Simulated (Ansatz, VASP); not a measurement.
## Two plane-wave programs on Cu3Ni2

```
Cu Ni
1.0
     2.51688    0.00000    0.00000
    -1.25844    2.17969    0.00000
     0.00000    0.00000   20.88194
Cu Ni
6 4
Direct
  0.00000 0.00000 0.00000
  0.33333 0.66667 0.69898
  0.33333 0.66667 0.89784
  0.33333 0.66667 0.10216
  0.33333 0.66667 0.30101
  0.33333 0.66667 0.50000
  0.00000 0.00000 0.59952
  0.00000 0.00000 0.79862
  0.00000 0.00000 0.20138
  0.00000 0.00000 0.40048
```

Alike in both runs: task single point; functional r2SCAN; k mesh 18 × 18 × 2; occupations gaussian, width 0.1 eV; no spin polarisation.

|  | VASP | Ansatz |
| --- | --- | --- |
| version | VASP 6.6.1 | Ansatz 0.2.0 |
| potentials or method | VASP PAW PBE potentials, release 64 (Cu, Ni), cutoff 520 eV | scalar-relativistic, plane waves, PAW |
| valence electrons in the cell | 106 | 186 |

Ansatz gave:

- gap on the k mesh at the Fermi level (eV): none
- pressure (GPa): -7.3
- traceless stress, the component that is largest in VASP (GPa): 0.14
- rms of the force components (eV/Å): 0.007

Which values does VASP return?

gap on the k mesh at the Fermi level (eV): none; pressure (GPa): -6.6; traceless stress, the component that is largest in VASP (GPa): 0.03; rms of the force components (eV/Å): 0.009.

VASP's potentials were made for PBE, not for r2SCAN. Atom by atom the forces differ by 0.002 eV/Å (rms over components). A gap of «none» marks a metal or a gap that the smearing closes. VASP's potentials hold 106 valence electrons a cell and Ansatz's 186, so a difference there can come from the potentials and not from the codes.
